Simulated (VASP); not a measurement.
# Eu (Im-3m) in VASP: notebook

The runs below take Eu through single point, with PBE+D4+U, r2SCAN+D3(BJ)+U.

Program: VASP 6.6.1. These are calculated values, not measurements. Logs are shortened: lines on timing, memory, paths and dates and some standing lists are left out, and cuts for length are marked.

### 1 The cell of the first run

It takes space group Im-3m (No. 229, cubic). Conventional cell: a = 4.480 Å, b = 4.480 Å, c = 4.480 Å, α = 90.00°, β = 90.00°, γ = 90.00°. Within 5.1 Å of Eu (site symmetry m-3m) lie 14 Eu at 3.88 to 4.48 Å.

### 2 Single point, PBE+D4+U, collinear spin, ferromagnetic start

Input file INCAR:

```
PREC     = Accurate       # precision mode
ENCUT    = 520            # plane-wave cutoff, eV
EDIFF    = 1E-6           # SCF threshold, eV
ISMEAR   = -5             # smearing method
SIGMA    = 0.05           # smearing width, eV
LREAL    = False          # projectors in reciprocal space
LASPH    = True           # aspherical terms in the spheres
NELM     = 150            # most SCF steps
ALGO     = Normal         # electronic algorithm
ISIF     = 2              # what is computed and relaxed
LWAVE    = False          # write WAVECAR
LCHARG   = True           # write CHGCAR
ISPIN    = 2              # spin polarisation
MAGMOM   = 7              # initial moments
LORBIT   = 11             # projections on sites
LMAXMIX  = 6              # l up to which the mixer works
LDAU     = True           # DFT+U
LDAUTYPE = 2            
LDAUL    = 3              # shell
LDAUU    = 6              # U, eV
LDAUJ    = 0            
LDAUPRINT= 1            
GGA      = PE             # functional
IVDW     = 13             # dispersion correction
LELF     = True           # ELF
LVHAR    = True         
NBANDS   = 18             # bands
```

Input file KPOINTS:

```
regular mesh
0
Gamma
  8 8 8
```

Input file POSCAR:

```
Eu
1.0
   -2.2398720668      2.2398720668      2.2398720668
    2.2398720668     -2.2398720668      2.2398720668
    2.2398720668      2.2398720668     -2.2398720668
Eu
1
Direct
    0.0000000000      0.0000000000      0.0000000000
```

Potentials or basis: VASP PAW PBE potentials, release 64 (Eu).

Started as:

```bash
$ cat potpaw_PBE.64/Eu/POTCAR > POTCAR
$ mpirun -np 1 vasp_std > vasp.out
```

OUTCAR:

```text
PREC = Accurate
   ENCUT = 520
   EDIFF = 1E-6
   ISMEAR = -5
   LREAL = False
   LASPH = True
   NELM = 150
   ISIF = 2
   ISPIN = 2
   LORBIT = 11
   GGA = PE
   IVDW = 13

 ion  position               nearest neighbor table
   1  0.000  0.000  0.000-

  LATTYP: Found a body centered cubic cell.
 ALAT       =     4.4797441336

  Lattice vectors:

 A1 = (  -2.2398720668,   2.2398720668,   2.2398720668)
 A2 = (   2.2398720668,  -2.2398720668,   2.2398720668)
 A3 = (   2.2398720668,   2.2398720668,  -2.2398720668)

Analysis of symmetry for initial positions (statically):
=====================================================================
 Subroutine PRICEL returns:
 Original cell was already a primitive cell.

 Routine SETGRP: Setting up the symmetry group for a
 body centered cubic supercell.

 Subroutine GETGRP returns: Found 48 space group operations
 (whereof 48 operations were pure point group operations)
 out of a pool of 48 trial point group operations.

The static configuration has the point symmetry O_h .

Analysis of symmetry for dynamics (positions and initial velocities):
=====================================================================
 Subroutine PRICEL returns:
 Original cell was already a primitive cell.

 Routine SETGRP: Setting up the symmetry group for a
 body centered cubic supercell.

 Subroutine GETGRP returns: Found 48 space group operations
 (whereof 48 operations were pure point group operations)
 out of a pool of 48 trial point group operations.

The dynamic configuration has the point symmetry O_h .

Analysis of structural, dynamic, and magnetic symmetry:
=====================================================================
 Subroutine PRICEL returns:
 Original cell was already a primitive cell.

 Routine SETGRP: Setting up the symmetry group for a
 body centered cubic supercell.

 Subroutine GETGRP returns: Found 48 space group operations
 (whereof 48 operations were pure point group operations)
 out of a pool of 48 trial point group operations.

The overall configuration has the point symmetry O_h .

 Subroutine INISYM returns: Found 48 space group operations
 (whereof 48 operations are pure point group operations),
 and found     1 'primitive' translations

----------------------------------------------------------------------------------------

                                     Primitive cell

  volume of cell :      44.9500

  direct lattice vectors                    reciprocal lattice vectors
    -2.239872067  2.239872067  2.239872067     0.000000000  0.223227035  0.223227035
     2.239872067 -2.239872067  2.239872067     0.223227035  0.000000000  0.223227035
     2.239872067  2.239872067 -2.239872067     0.223227035  0.223227035  0.000000000

  length of vectors
     3.879572222  3.879572222  3.879572222     0.315690700  0.315690700  0.315690700

  position of ions in fractional coordinates (direct lattice)
     0.000000000  0.000000000  0.000000000

  ion indices of the primitive-cell ions
   primitive index   ion index
                 1           1

----------------------------------------------------------------------------------------

 KPOINTS: regular mesh

Automatic generation of k-mesh.
[... 98 lines left out ...]
   LHFCALC =     F    Hartree Fock is set to
   AEXX    =    0.0000 exact exchange contribution
   IVDW    =    13    specifies the selected vdW correction
   LEPSILON=     F    determine dielectric tensor
   LRPA    =     F    only Hartree local field effects (RPA)
 spin polarized calculation
 Fermi weights with tetrahedron method with Bloechl corrections
  energy-cutoff  :      520.00
  volume of cell :       44.95
 maximum number of plane-waves:      1264
 NGX is ok and might be reduce to    30
   NGX = 15   NGY = 15   NGZ = 15

atom =   1  type =  1  l = 3

 onsite density matrix

spin component  1

  0.9760 -0.0000  0.0013 -0.0000 -0.0000  0.0000 -0.0000
 -0.0000  0.9766  0.0000  0.0000 -0.0000  0.0000  0.0000
  0.0013  0.0000  0.9753 -0.0000  0.0000  0.0000  0.0000
 -0.0000  0.0000 -0.0000  0.9770 -0.0000  0.0000 -0.0000
 -0.0000 -0.0000  0.0000 -0.0000  0.9753 -0.0000 -0.0013
  0.0000  0.0000  0.0000  0.0000 -0.0000  0.9743  0.0000
 -0.0000  0.0000  0.0000 -0.0000 -0.0013  0.0000  0.9760

spin component  2

  0.0001  0.0000  0.0000  0.0000  0.0000  0.0000  0.0000
  0.0000  0.0001  0.0000 -0.0000  0.0000 -0.0000  0.0000
  0.0000  0.0000  0.0001 -0.0000 -0.0000 -0.0000 -0.0000
  0.0000 -0.0000 -0.0000  0.0001 -0.0000 -0.0000  0.0000
  0.0000  0.0000 -0.0000 -0.0000  0.0001  0.0000 -0.0000
  0.0000 -0.0000 -0.0000 -0.0000  0.0000  0.0000 -0.0000
  0.0000  0.0000 -0.0000  0.0000 -0.0000 -0.0000  0.0001

 occupancies and eigenvectors

  o =  0.0000  v =  0.0000  0.0000  0.0000  0.0000  0.0000  0.0000  0.0000 -0.0277 -0.0000  0.0357  0.0000  0.7898  0.0005  0.6117      0.0000  0.0000  0.0000  0.0000  0.0000  0.0000  0.0000  0.0000  0.0000  0.0000  0.0000  0.0000  0.0000  0.0000
  o =  0.0000  v =  0.0000  0.0000  0.0000  0.0000  0.0000  0.0000  0.0000  0.6117 -0.0000 -0.7898 -0.0000  0.0357 -0.0005  0.0277      0.0000  0.0000  0.0000  0.0000  0.0000  0.0000  0.0000  0.0000  0.0000  0.0000  0.0000  0.0000  0.0000  0.0000
  o =  0.0000  v =  0.0000  0.0000  0.0000  0.0000  0.0000  0.0000  0.0000  0.0003  0.0000 -0.0004  0.0000 -0.0004  1.0000 -0.0003      0.0000  0.0000  0.0000  0.0000  0.0000  0.0000  0.0000  0.0000  0.0000  0.0000  0.0000  0.0000  0.0000  0.0000
  o =  0.0001  v =  0.0000  0.0000  0.0000  0.0000  0.0000  0.0000  0.0000 -0.0000  1.0000 -0.0000  0.0000  0.0000 -0.0000 -0.0000      0.0000  0.0000  0.0000  0.0000  0.0000  0.0000  0.0000  0.0000  0.0000  0.0000  0.0000  0.0000  0.0000  0.0000
  o =  0.0001  v =  0.0000  0.0000  0.0000  0.0000  0.0000  0.0000  0.0000 -0.0003 -0.0000 -0.0002  1.0000  0.0012 -0.0000 -0.0016      0.0000  0.0000  0.0000  0.0000  0.0000  0.0000  0.0000  0.0000  0.0000  0.0000  0.0000  0.0000  0.0000  0.0000
  o =  0.0001  v =  0.0000  0.0000  0.0000  0.0000  0.0000  0.0000  0.0000  0.0008 -0.0000  0.0006 -0.0020  0.6124  0.0000 -0.7906      0.0000  0.0000  0.0000  0.0000  0.0000  0.0000  0.0000  0.0000  0.0000  0.0000  0.0000  0.0000  0.0000  0.0000
  o =  0.0001  v =  0.0000  0.0000  0.0000  0.0000  0.0000  0.0000  0.0000  0.7906  0.0000  0.6124  0.0004 -0.0006  0.0000  0.0008      0.0000  0.0000  0.0000  0.0000  0.0000  0.0000  0.0000  0.0000  0.0000  0.0000  0.0000  0.0000  0.0000  0.0000
  o =  0.9743  v =  0.0000 -0.0000 -0.0000 -0.0000  0.0362  0.9990  0.0280  0.0000  0.0000  0.0000  0.0000  0.0000  0.0000  0.0000      0.0000  0.0000  0.0000  0.0000  0.0000  0.0000  0.0000  0.0000  0.0000  0.0000  0.0000  0.0000  0.0000  0.0000
  o =  0.9743  v =  0.0000  0.0000 -0.0000 -0.0000 -0.7897  0.0457 -0.6117  0.0000  0.0000  0.0000  0.0000  0.0000  0.0000  0.0000      0.0000  0.0000  0.0000  0.0000  0.0000  0.0000  0.0000  0.0000  0.0000  0.0000  0.0000  0.0000  0.0000  0.0000
  o =  0.9743  v =  0.6124  0.0000 -0.7906  0.0000  0.0000 -0.0000  0.0000  0.0000  0.0000  0.0000  0.0000  0.0000  0.0000  0.0000      0.0000  0.0000  0.0000  0.0000  0.0000  0.0000  0.0000  0.0000  0.0000  0.0000  0.0000  0.0000  0.0000  0.0000
  o =  0.9766  v =  0.0000 -1.0000 -0.0000  0.0000 -0.0000 -0.0000  0.0000  0.0000  0.0000  0.0000  0.0000  0.0000  0.0000  0.0000      0.0000  0.0000  0.0000  0.0000  0.0000  0.0000  0.0000  0.0000  0.0000  0.0000  0.0000  0.0000  0.0000  0.0000
  o =  0.9770  v =  0.0000  0.0000  0.0000  0.9980 -0.0387  0.0000  0.0500  0.0000  0.0000  0.0000  0.0000  0.0000  0.0000  0.0000      0.0000  0.0000  0.0000  0.0000  0.0000  0.0000  0.0000  0.0000  0.0000  0.0000  0.0000  0.0000  0.0000  0.0000
  o =  0.9770  v = -0.7906  0.0000 -0.6124  0.0000  0.0000 -0.0000  0.0000  0.0000  0.0000  0.0000  0.0000  0.0000  0.0000  0.0000      0.0000  0.0000  0.0000  0.0000  0.0000  0.0000  0.0000  0.0000  0.0000  0.0000  0.0000  0.0000  0.0000  0.0000
  o =  0.9770  v =  0.0000  0.0000  0.0000 -0.0632 -0.6111  0.0000  0.7890  0.0000  0.0000  0.0000  0.0000  0.0000  0.0000  0.0000      0.0000  0.0000  0.0000  0.0000  0.0000  0.0000  0.0000  0.0000  0.0000  0.0000  0.0000  0.0000  0.0000  0.0000

 number of electron      16.9999995 magnetization       7.2314669

 Free energy of the ion-electron system (eV)
  ---------------------------------------------------
  ext. energy  EPLUGINS =         0.00000000
  ---------------------------------------------------
  free energy    TOTEN  =       -10.75322544 eV

  energy without entropy =      -10.75322544  energy(sigma->0) =      -10.75322544

 E-fermi :   1.8709     XC(G=0):  -8.5074

 val. band max:        2.0815952477   @ k =   0.2500   0.2500   0.2500
 cond. band min:       1.8346030674   @ k =   0.5000   0.5000   0.3750
 fundamental gap:     -0.2469921803
 Fermi energy:         1.8709029884

 spin component 1

 k-point     1 :       0.0000    0.0000    0.0000
  band No.  band energies     occupation
      1     -39.0558      1.00000
      2     -17.8090      1.00000
      3     -17.8090      1.00000
      4     -17.8090      1.00000
      5      -2.2772      1.00000
      6      -0.1028      1.00000
[... 1001 lines left out ...]
     17      10.6110      0.00000
     18      11.3328      0.00000

 [... further k-points ...]

------------------------ aborting loop because EDIFF is reached ----------------------------------------

  DFT-D4 for vdW energy calculation

  Edisp (eV):   -0.17393

  FORCE on cell =-STRESS in cart. coord.  units (eV):
  Direction    XX          YY          ZZ          XY          YZ          ZX
  --------------------------------------------------------------------------------------
  -------------------------------------------------------------------------------------
  Total       0.11640     0.11640     0.11640     0.00000     0.00000     0.00000
  in kB       4.14886     4.14886     4.14886     0.00000     0.00000     0.00000
  external pressure =        4.15 kB  Pullay stress =        0.00 kB

 VOLUME and BASIS-vectors are now :
 -----------------------------------------------------------------------------
  energy-cutoff  :      520.00
  volume of cell :       44.95
      direct lattice vectors                 reciprocal lattice vectors
    -2.239872067  2.239872067  2.239872067     0.000000000  0.223227035  0.223227035
     2.239872067 -2.239872067  2.239872067     0.223227035  0.000000000  0.223227035
     2.239872067  2.239872067 -2.239872067     0.223227035  0.223227035  0.000000000

 POSITION                                       TOTAL-FORCE (eV/Angst)
 -----------------------------------------------------------------------------------
      0.00000      0.00000      0.00000         0.000000      0.000000     -0.000000
 -----------------------------------------------------------------------------------
    total drift:                               -0.000000     -0.000000      0.000000

  FREE ENERGIE OF THE ION-ELECTRON SYSTEM (eV)
  ---------------------------------------------------
  free  energy   TOTEN  =       -10.9271570137 eV

  energy  without entropy=      -10.9271570137  energy(sigma->0) =      -10.92715701

 total charge

# of ion       s       p       d       f       tot
--------------------------------------------------
    1        2.083   5.738   0.217   6.824  14.862

 magnetization (x)

# of ion       s       p       d       f       tot
--------------------------------------------------
    1       -0.006  -0.107   0.075   6.823   6.785
```

Run time: 45 s. Hardware: 1 thread of Intel Xeon Platinum 8559C (Emerald Rapids), shared host; peak memory 0.22 GiB.

What came out:

```
Free energy                                           : -10.9272 eV
Pressure                                              : 0.4 GPa
Net moment                                            : 7.23 μB per cell
Site moments                                          : Eu +6.79 μB
Valence electrons inside the program's atomic spheres : Eu 14.86
Dispersion energy per atom                            : -0.174 eV
```

Levels at points of the mesh, in eV from the Fermi level:
Spin up:
| k point | band 8 | band 9 | band 10 | band 11 | band 12 | band 13 | band 14 | band 15 | band 16 | band 17 |
| --- | --- | --- | --- | --- | --- | --- | --- | --- | --- | --- |
| (0.00, 0.00, 0.00) | -1.97 | -1.85 | -1.85 | -1.85 | -1.81 | 2.03 | 2.03 | 2.03 | 3.64 | 3.64 |
| (0.50, 0.00, 0.00) | -1.86 | -1.86 | -1.85 | -1.84 | -1.50 | 0.68 | 0.76 | 3.53 | 4.25 | 5.85 |
| (0.50, 0.50, 0.50) | -1.94 | -1.82 | -1.82 | -1.82 | -0.84 | -0.84 | 4.79 | 4.79 | 4.79 | 5.32 |
Spin down:
| k point | band 2 | band 3 | band 4 | band 5 | band 6 | band 7 | band 8 | band 9 |
| --- | --- | --- | --- | --- | --- | --- | --- | --- |
| (0.00, 0.00, 0.00) | -17.34 | -17.34 | -17.34 | -3.62 | 2.89 | 2.89 | 2.89 | 4.65 |
| (0.50, 0.00, 0.00) | -17.84 | -17.50 | -17.34 | -0.91 | 1.36 | 1.40 | 4.53 | 5.38 |
| (0.50, 0.50, 0.50) | -17.69 | -17.69 | -17.69 | -0.22 | -0.22 | 5.11 | 5.11 | 5.11 |

Eigenvalues of the final occupation matrices:
| site | spin | trace | eigenvalues |
| --- | --- | --- | --- |
| site 1 f | 1 | 6.83 | 0.97 0.97 0.97 0.98 0.98 0.98 0.98 |
| site 1 f | 2 | 0.00 | 0.00 0.00 0.00 0.00 0.00 0.00 0.00 |

Caveat: spin-orbit coupling is left out, which moves the levels of the heavy elements; pairwise dispersion overbinds metals, which lowers pressure and volume; tetrahedron occupations give inexact forces and stress in metals.

[end of part 1 of 2]
